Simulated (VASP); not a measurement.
# Hf (P6_3/mmc) in VASP: a series of runs

Runs on Hf. Level: revPBE. Tasks: single point.

Everything below comes from runs of VASP 6.6.1. Logs are shortened: lines on timing, memory, paths and dates and some standing lists are left out, and cuts for length are marked.

## Step 1: The cell of the first run

The structure is hexagonal, space group P6_3/mmc (No. 194). Conventional cell: a = 3.225 Å, b = 3.225 Å, c = 5.106 Å, α = 90.00°, β = 90.00°, γ = 120.00°. Within 4.2 Å of Hf (site symmetry -6m2) lie 12 Hf at 3.16 to 3.23 Å.

## Step 2: Single point, revPBE

INCAR reads:

```
  ALGO = Normal
  EDIFF = 1E-6
  ENCUT = 500
  GGA = RE
  GGA_COMPAT = F
  ISIF = 2
  ISMEAR = -1
  LASPH = T
  LCHARG = F
  LREAL = F
  LWAVE = F
  NBANDS = 17
  NELM = 120
  PREC = Accurate
  SIGMA = 0.1
```

KPOINTS reads:

```
k-points
0
Gamma
  6 6 3
```

POSCAR reads:

```
Hf
1.0
    3.2252761513      0.0000000000      0.0000000000
   -1.6126380756      2.7931710812      0.0000000000
    0.0000000000      0.0000000000      5.1056711910
Hf
2
Direct
    0.3333333333      0.6666666667      0.2500000000
    0.6666666667      0.3333333333      0.7500000000
```

Potentials or basis: VASP PAW PBE potentials, release 64 (Hf_pv).

Started as:

```sh
> cat potpaw_PBE.64/Hf_pv/POTCAR > POTCAR
> mpirun -np 1 vasp_std > vasp.out
```

OUTCAR:

```text
EDIFF = 1E-6
   ENCUT = 500
   GGA = RE
   ISIF = 2
   ISMEAR = -1
   LASPH = T
   LREAL = F
   NELM = 120
   PREC = Accurate

 ion  position               nearest neighbor table
   1  0.333  0.667  0.250-   2 3.16   2 3.16   2 3.16   2 3.16   2 3.16   2 3.16
   2  0.667  0.333  0.750-   1 3.16   1 3.16   1 3.16   1 3.16   1 3.16   1 3.16

  LATTYP: Found a hexagonal cell.
 ALAT       =     3.2252761513
 C/A-ratio  =     1.5830183065

  Lattice vectors:

 A1 = (   3.2252761513,   0.0000000000,   0.0000000000)
 A2 = (  -1.6126380756,   2.7931710812,   0.0000000000)
 A3 = (   0.0000000000,   0.0000000000,   5.1056711910)

Analysis of symmetry for initial positions (statically):
=====================================================================
 Subroutine PRICEL returns:
 Original cell was already a primitive cell.

 Routine SETGRP: Setting up the symmetry group for a
 hexagonal supercell.

 Subroutine GETGRP returns: Found 24 space group operations
 (whereof 12 operations were pure point group operations)
 out of a pool of 24 trial point group operations.

The static configuration has the point symmetry D_3d.
 The point group associated with its full space group is D_6h.

Analysis of symmetry for dynamics (positions and initial velocities):
=====================================================================
 Subroutine PRICEL returns:
 Original cell was already a primitive cell.

 Routine SETGRP: Setting up the symmetry group for a
 hexagonal supercell.

 Subroutine GETGRP returns: Found 24 space group operations
 (whereof 12 operations were pure point group operations)
 out of a pool of 24 trial point group operations.

The dynamic configuration has the point symmetry D_3d.
 The point group associated with its full space group is D_6h.

 Subroutine INISYM returns: Found 24 space group operations
 (whereof 12 operations are pure point group operations),
 and found     1 'primitive' translations

----------------------------------------------------------------------------------------

                                     Primitive cell

  volume of cell :      45.9957

  direct lattice vectors                    reciprocal lattice vectors
     3.225276151  0.000000000  0.000000000     0.310050970  0.179008011  0.000000000
    -1.612638076  2.793171081  0.000000000     0.000000000  0.358016022  0.000000000
     0.000000000  0.000000000  5.105671191     0.000000000  0.000000000  0.195860635

  length of vectors
     3.225276151  3.225276151  5.105671191     0.358016022  0.358016022  0.195860635

  position of ions in fractional coordinates (direct lattice)
     0.333333333  0.666666667  0.250000000
     0.666666667  0.333333333  0.750000000

  ion indices of the primitive-cell ions
   primitive index   ion index
                 1           1
                 2           2

----------------------------------------------------------------------------------------

 KPOINTS: k-points

Automatic generation of k-mesh.
 Grid dimensions read from file:
 generate k-points for:    6    6    3

 Generating k-lattice:

  Cartesian coordinates                     Fractional coordinates (reciprocal lattice)
     0.051675162  0.029834669  0.000000000     0.166666667 -0.000000000  0.000000000
     0.000000000  0.059669337  0.000000000     0.000000000  0.166666667  0.000000000
     0.000000000  0.000000000  0.065286878     0.000000000  0.000000000  0.333333333

  Length of vectors
     0.059669337  0.059669337  0.065286878

  Shift w.r.t. Gamma in fractional coordinates (k-lattice)
     0.000000000  0.000000000  0.000000000

 Subroutine IBZKPT returns following result:
 ===========================================

 Found     14 irreducible k-points:

 Following reciprocal coordinates:
            Coordinates               Weight
  0.000000  0.000000  0.000000      1.000000
  0.166667 -0.000000  0.000000      6.000000
  0.333333 -0.000000  0.000000      6.000000
  0.500000 -0.000000  0.000000      3.000000
  0.166667  0.166667  0.000000      6.000000
  0.333333  0.166667  0.000000     12.000000
  0.333333  0.333333  0.000000      2.000000
  0.000000  0.000000  0.333333      2.000000
  0.166667 -0.000000  0.333333     12.000000
  0.333333 -0.000000  0.333333     12.000000
  0.500000 -0.000000  0.333333      6.000000
  0.166667  0.166667  0.333333     12.000000
  0.333333  0.166667  0.333333     24.000000
  0.333333  0.333333  0.333333      4.000000
   k-points           NKPTS =     14   k-points in BZ     NKDIM =     14   number of bands    NBANDS=     17
   number of dos      NEDOS =    301   number of ions     NIONS =      2
   total plane-waves  NPLWV =  23040
   dimension x,y,z NGX =    24 NGY =   24 NGZ =   40
   dimension x,y,z NGXF=    48 NGYF=   48 NGZF=   80
   ions per type =               2
   NGX,Y,Z   is equivalent  to a cutoff of  12.37, 12.37, 13.02 a.u.
   NGXF,Y,Z  is equivalent  to a cutoff of  24.74, 24.74, 26.05 a.u.
 SYSTEM =  unknown system
   PREC   = accura    normal or accurate (medium, high low for compatibility)
   ISTART =      0    job   : 0-new  1-cont  2-samecut
   ICHARG =      2    charge: 1-file 2-atom 10-const
   ISPIN  =      1    spin polarized calculation?
   LNONCOLLINEAR =      F non collinear calculations
   LSORBIT =      F    spin-orbit coupling
   LASPH  =      T    aspherical Exc in radial PAW
   ENCUT  =  500.0 eV  36.75 Ry    6.06 a.u.   5.88  5.88  9.31*2*pi/ulx,y,z
   NELM   =    120;   NELMIN=  2; NELMDL= -5     # of ELM steps
   EDIFF  = 0.1E-05   stopping-criterion for ELM
   LREAL  =      F    real-space projection
   EDIFFG = 0.1E-04   stopping-criterion for IOM
   NSW    =      0    number of steps for IOM
   IBRION =     -1    ionic relax: 0-MD 1-quasi-New 2-CG
   NFREE  =      0    steps in history (QN), initial steepest desc. (CG)
   ISIF   =      2    stress and relaxation
   ISYM   =      2    0-nonsym 1-usesym 2-fastsym
   POTIM  = 0.5000    time-step for ionic-motion
   TEBEG  =    0.0;   TEEND  =   0.0 temperature during run
   PSTRESS=    0.0 pullay stress
   NELECT =      20.0000    total number of electrons
   NUPDOWN=      -1.0000    fix difference up-down
   EMIN   =  10.00;   EMAX   =-10.00  energy-range for DOS
   EFERMI =   0.00;   METHOD = LEGACY
   ISMEAR =    -1;   SIGMA  =   0.10  broadening in eV -4-tet -1-fermi 0-gaus
   EFERMI_NEDOS =   21; number of points for ismear=-14 and -15
   IALGO  =     38    algorithm
   IMIX   =      4    mixing-type and parameters
     AMIX     =   0.40;   BMIX     =  1.00
     AMIX_MAG =   1.60;   BMIX_MAG =  1.00
  volume/ion in A,a.u.               =      23.00       155.20
  Fermi-wavevector in a.u.,A,eV,Ry     =   1.240259  2.343750 20.929060  1.538242
  Thomas-Fermi vector in A             =   2.374707
   LORBIT       =      0    0 simple, 1 ext, 2 COOP (PROOUT), +10 PAW based schemes
   GGA     = RE    functional components
   LHFCALC =     F    Hartree Fock is set to
   AEXX    =    0.0000 exact exchange contribution
   IVDW    =     0    specifies the selected vdW correction
   LEPSILON=     F    determine dielectric tensor
   LRPA    =     F    only Hartree local field effects (RPA)
 non-spin polarized calculation
  energy-cutoff  :      500.00
  volume of cell :       46.00
 maximum number of plane-waves:      1182
 NGX is ok and might be reduce to    24
   NGX = 11   NGY = 11   NGZ = 19

 number of electron      20.0000007 magnetization

 Free energy of the ion-electron system (eV)
  ---------------------------------------------------
  ext. energy  EPLUGINS =         0.00000000
  ---------------------------------------------------
  free energy    TOTEN  =       -19.16768272 eV

  energy without entropy =      -19.08960967  energy(sigma->0) =      -19.12864619

 E-fermi :   4.8578     XC(G=0): -11.1125

 val. band max:        4.8240097250   @ k =   0.1667  -0.0000   0.0000
 cond. band min:       4.9414683702   @ k =   0.3333   0.1667   0.3333
 fundamental gap:      0.1174586452
 Fermi energy:         4.8578323095

 k-point     1 :       0.0000    0.0000    0.0000
  band No.  band energies     occupation
      1     -26.3163      2.00000
      2     -25.6516      2.00000
      3     -25.6516      2.00000
      4     -25.5356      2.00000
      5     -25.5356      2.00000
      6     -25.5319      2.00000
[... 9 lines left out ...]
     16       7.4109      0.00000
     17      10.0107      0.00000

 k-point     2 :       0.1667   -0.0000    0.0000
  band No.  band energies     occupation
      1     -26.2535      2.00000
      2     -25.7802      2.00000
      3     -25.6938      2.00000
      4     -25.6688      2.00000
      5     -25.5619      2.00000
      6     -25.5540      2.00000
[... 9 lines left out ...]
     16       7.4889      0.00000
     17      10.4746      0.00000

 k-point     3 :       0.3333   -0.0000    0.0000
  band No.  band energies     occupation
      1     -26.0999      2.00000
      2     -26.0376      2.00000
      3     -25.9172      2.00000
      4     -25.7726      2.00000
      5     -25.6495      2.00000
      6     -25.5953      2.00000
[... 9 lines left out ...]
     16       9.3310      0.00000
     17      10.9535      0.00000

 k-point     4 :       0.5000   -0.0000    0.0000
  band No.  band energies     occupation
      1     -26.1655      2.00000
      2     -26.0341      2.00000
      3     -25.9851      2.00000
      4     -25.8102      2.00000
      5     -25.7310      2.00000
      6     -25.6171      2.00000
[... 9 lines left out ...]
     16      11.0831      0.00000
     17      11.5343      0.00000

 k-point     5 :       0.1667    0.1667    0.0000
  band No.  band energies     occupation
      1     -26.1439      2.00000
      2     -25.9157      2.00000
      3     -25.9022      2.00000
      4     -25.7299      2.00000
      5     -25.6227      2.00000
      6     -25.6221      2.00000
[... 9 lines left out ...]
     16       9.1350      0.00000
     17      10.6161      0.00000

 k-point     6 :       0.3333    0.1667    0.0000
  band No.  band energies     occupation
      1     -26.0992      2.00000
      2     -25.9916      2.00000
      3     -25.9871      2.00000
      4     -25.8513      2.00000
      5     -25.7290      2.00000
      6     -25.6925      2.00000
[... 9 lines left out ...]
     16      10.6693      0.00000
     17      11.2817      0.00000

 k-point     7 :       0.3333    0.3333    0.0000
  band No.  band energies     occupation
      1     -26.0709      2.00000
      2     -25.9511      2.00000
      3     -25.9511      2.00000
      4     -25.8497      2.00000
      5     -25.8497      2.00000
      6     -25.8209      2.00000
[... 9 lines left out ...]
     16      10.3297      0.00000
     17      10.3414      0.00000

 k-point     8 :       0.0000    0.0000    0.3333
  band No.  band energies     occupation
      1     -26.1298      2.00000
      2     -25.7381      2.00000
      3     -25.6228      2.00000
      4     -25.6228      2.00000
      5     -25.5648      2.00000
      6     -25.5648      2.00000
[... 9 lines left out ...]
     16       8.6159      0.00000
     17      10.0331      0.00000

 k-point     9 :       0.1667   -0.0000    0.3333
  band No.  band energies     occupation
      1     -26.1145      2.00000
      2     -25.8257      2.00000
      3     -25.7223      2.00000
      4     -25.6592      2.00000
      5     -25.6142      2.00000
      6     -25.5893      2.00000
[... 9 lines left out ...]
     16       8.5537      0.00000
     17      10.0979      0.00000

 k-point    10 :       0.3333   -0.0000    0.3333
  band No.  band energies     occupation
      1     -26.1623      2.00000
      2     -26.0525      2.00000
      3     -25.8258      2.00000
      4     -25.7288      2.00000
      5     -25.6619      2.00000
      6     -25.6402      2.00000
[... 9 lines left out ...]
     16       9.3665      0.00000
     17      10.3197      0.00000

 k-point    11 :       0.5000   -0.0000    0.3333
  band No.  band energies     occupation
      1     -26.2425      2.00000
      2     -26.1650      2.00000
      3     -25.8077      2.00000
      4     -25.7626      2.00000
      5     -25.6922      2.00000
      6     -25.6661      2.00000
[... 9 lines left out ...]
     16      10.9298      0.00000
     17      10.9472      0.00000

 k-point    12 :       0.1667    0.1667    0.3333
  band No.  band energies     occupation
      1     -26.1212      2.00000
      2     -25.9830      2.00000
      3     -25.7967      2.00000
      4     -25.7552      2.00000
      5     -25.6587      2.00000
      6     -25.6243      2.00000
[... 9 lines left out ...]
     16       9.2126      0.00000
     17      10.1207      0.00000

 k-point    13 :       0.3333    0.1667    0.3333
  band No.  band energies     occupation
      1     -26.1804      2.00000
      2     -26.1184      2.00000
      3     -25.8781      2.00000
      4     -25.7898      2.00000
      5     -25.7267      2.00000
      6     -25.6505      2.00000
[... 9 lines left out ...]
     16      11.0339      0.00000
     17      11.1948      0.00000

 k-point    14 :       0.3333    0.3333    0.3333
  band No.  band energies     occupation
      1     -26.1059      2.00000
      2     -26.1059      2.00000
      3     -26.0096      2.00000
      4     -25.8846      2.00000
      5     -25.6887      2.00000
      6     -25.6887      2.00000
[... 9 lines left out ...]
     16       9.8311      0.00000
     17      11.7722      0.00000

------------------------ aborting loop because EDIFF is reached ----------------------------------------

  FORCE on cell =-STRESS in cart. coord.  units (eV):
  Direction    XX          YY          ZZ          XY          YZ          ZX
  --------------------------------------------------------------------------------------
  -------------------------------------------------------------------------------------
  Total       -0.0017778     -0.0017778     -0.0014817     -0.0000000     -0.0000000      0.0000000
  in kB       -0.0619256     -0.0619256     -0.0516140     -0.0000000     -0.0000000      0.0000000
  external PRESSURE =      -0.0584884 kB  Pullay stress =       0.0000000 kB

 VOLUME and BASIS-vectors are now :
 -----------------------------------------------------------------------------
  energy-cutoff  :      500.00
  volume of cell :       46.00
      direct lattice vectors                 reciprocal lattice vectors
     3.225276151  0.000000000  0.000000000     0.310050970  0.179008011  0.000000000
    -1.612638076  2.793171081  0.000000000     0.000000000  0.358016022  0.000000000
     0.000000000  0.000000000  5.105671191     0.000000000  0.000000000  0.195860635

 POSITION                                       TOTAL-FORCE (eV/Angst)
 -----------------------------------------------------------------------------------
     -0.00000      1.86211      1.27642        -0.000000      0.000000      0.000000
      1.61264      0.93106      3.82925         0.000000     -0.000000      0.000000
 -----------------------------------------------------------------------------------
    total drift:                               -0.000000      0.000000     -0.000000

  FREE ENERGIE OF THE ION-ELECTRON SYSTEM (eV)
  ---------------------------------------------------
  free  energy   TOTEN  =       -19.1676827152 eV

  energy  without entropy=      -19.0896096653  energy(sigma->0) =      -19.12864619
```

It took 9 s on 1 thread of Intel Xeon Platinum 8259CL at 2.50GHz (Skylake/Cascade Lake), shared host; peak memory 0.15 GiB.

What came out:

- Free energy: -19.1677 eV
- Pressure: 0.0 GPa
- Band gap on the k mesh: zero (band 10 reaches 5.99 eV, above the bottom of band 11 at 4.70 eV)

Levels at points of the mesh, in eV from the Fermi level:
```csv
k point,band 6,band 7,band 8,band 9,band 10,band 11,band 12,band 13,band 14,band 15
"(0.00, 0.00, 0.00)",-30.39,-7.34,-3.68,0.47,1.13,1.13,1.40,1.92,1.92,2.55
"(0.50, 0.00, 0.00)",-30.47,-3.36,-2.70,-2.19,-0.91,0.77,0.78,1.58,5.67,6.15
```

Caveat: the k points lie up to 0.41 Å⁻¹ apart; the PAW data sets were made with another functional, which shifts forces and pressure a little; spin-orbit coupling is left out, which moves the levels of the heavy elements.

## Step 3: Single point, revPBE (volume scaled by 1.08)

INCAR reads:

```
SYSTEM = Hf
ALGO = Normal
EDIFF = 1E-7
ENCUT = 520
GGA = RE
ISIF = 2
ISMEAR = -1
LASPH = .True.
LCHARG = .True.
LELF = .True.
LREAL = .False.
LVHAR = .True.
LWAVE = .False.
NBANDS = 17
NELM = 60
PREC = Accurate
SIGMA = 0.1
```

KPOINTS reads:

```
k-points
0
Gamma
  18 18 10
  0 0 0
```

POSCAR reads:

```
Hf
1.0
    3.3090867840      0.0000000000      0.0000000000
   -1.6545433920      2.8657532183      0.0000000000
    0.0000000000      0.0000000000      5.2383449570
Hf
2
Direct
    0.3333333333      0.6666666667      0.2500000000
    0.6666666667      0.3333333333      0.7500000000
```

Potentials or basis: VASP PAW PBE potentials, release 64 (Hf_pv).

Started as:

```sh
> cat potpaw_PBE.64/Hf_pv/POTCAR > POTCAR
> mpirun -np 1 vasp_std > vasp.out
```

Wall time 2.9 min (1 thread of AMD EPYC 7R13 (Zen 3), shared host); peak memory 0.26 GiB.

It converged, with:

```yaml
Free_energy: -19.1055 eV
Pressure: -7.4 GPa
Band_gap_on_the_k_mesh: zero (band 10 reaches 5.45 eV, above the bottom of band 11 at 3.81 eV)
```

Stress tensor (GPa, compression positive):
```
-7.32  0.00  0.00
 0.00 -7.32  0.00
 0.00  0.00 -7.61
```

Levels at points of the mesh, in eV from the Fermi level:
```
           k point  band 7  band 8  band 9  band 10  band 11  band 12  band 13  band 14
(0.00, 0.00, 0.00)   -7.01   -3.39    0.31     1.17     1.17     1.40     1.88     1.88
(0.50, 0.00, 0.00)   -3.17   -2.39   -1.91    -0.93     0.76     0.83     1.51     5.25
(0.00, 0.00, 0.50)   -5.21   -5.21    0.18     0.18     1.07     1.07     1.07     1.07
(0.50, 0.00, 0.50)   -3.08   -3.08   -0.82    -0.82     0.88     0.88     2.44     2.44
```

Caveat: the PAW data sets were made with another functional, which shifts forces and pressure a little; spin-orbit coupling is left out, which moves the levels of the heavy elements.

## Step 4: Single point, revPBE (volume scaled by 1.12)

INCAR reads:

```
ALGO = Normal ; EDIFF = 1E-6
ENCUT = 520 ; GGA = RE
ISIF = 2 ; ISMEAR = -1
LASPH = True ; LCHARG = True
LELF = True ; LREAL = False
LVHAR = True ; LWAVE = False
NBANDS = 17 ; NELM = 80
PREC = Accurate ; SIGMA = 0.1
```

KPOINTS reads:

```
k-points
0
Gamma
  18 18 10
```

POSCAR reads:

```
Hf
1.0
    3.3494454785      0.0000000000      0.0000000000
   -1.6747227392      2.9007048729      0.0000000000
    0.0000000000      0.0000000000      5.3022335091
Hf
2
Direct
    0.3333333333      0.6666666667      0.2500000000
    0.6666666667      0.3333333333      0.7500000000
```

Started as:

```sh
> cat potpaw_PBE.64/Hf_pv/POTCAR > POTCAR
> mpirun -np 1 vasp_std > vasp.out
```

Wall time 2.5 min (1 thread of AMD EPYC 7R13 (Zen 3), shared host); peak memory 0.27 GiB.

The run converged. Its results:

```
Free energy            : -19.0052 eV
Pressure               : -10.0 GPa
Band gap on the k mesh : zero (band 10 reaches 5.20 eV, above the bottom of band 11 at 3.57 eV)
```

Stress tensor (GPa, compression positive):
```
 -9.93   0.00   0.00
  0.00  -9.93   0.00
  0.00   0.00 -10.27
```

Levels at points of the mesh, in eV from the Fermi level:
| k point | band 7 | band 8 | band 9 | band 10 | band 11 | band 12 | band 13 | band 14 |
| --- | --- | --- | --- | --- | --- | --- | --- | --- |
| (0.00, 0.00, 0.00) | -6.88 | -3.30 | 0.22 | 1.14 | 1.14 | 1.36 | 1.82 | 1.82 |
| (0.50, 0.00, 0.00) | -3.11 | -2.29 | -1.81 | -0.96 | 0.72 | 0.82 | 1.45 | 5.02 |
| (0.00, 0.00, 0.50) | -5.14 | -5.14 | 0.19 | 0.19 | 1.05 | 1.05 | 1.05 | 1.05 |
| (0.50, 0.00, 0.50) | -2.98 | -2.98 | -0.79 | -0.79 | 0.80 | 0.80 | 2.36 | 2.36 |

Caveat: the PAW data sets were made with another functional, which shifts forces and pressure a little; spin-orbit coupling is left out, which moves the levels of the heavy elements.

## Step 5: Summary

```csv
cell,k mesh,cutoff (eV),gap on the mesh (eV),pressure (GPa)
"a = 3.225, b = 3.225, c = 5.106 Å, angles 90.0, 90.0, 120.0°, 2 atoms",6 × 6 × 3,500,none,0.0
"a = 3.309, b = 3.309, c = 5.238 Å, angles 90.0, 90.0, 120.0°, 2 atoms",18 × 18 × 10,520,none,-7.4
"a = 3.349, b = 3.349, c = 5.302 Å, angles 90.0, 90.0, 120.0°, 2 atoms",18 × 18 × 10,520,none,-10.0
```

Alike in all rows: task single point; level revPBE; potentials or basis VASP PAW PBE potentials, release 64 (Hf_pv); no spin polarisation; smearing fermi-dirac 0.1 eV.

Caveats: some runs use coarse meshes; the PAW data sets were made with another functional, which shifts forces and pressure a little; spin-orbit coupling is left out, which moves the levels of the heavy elements.

Absolute energies hang on the potentials; compare differences alone.
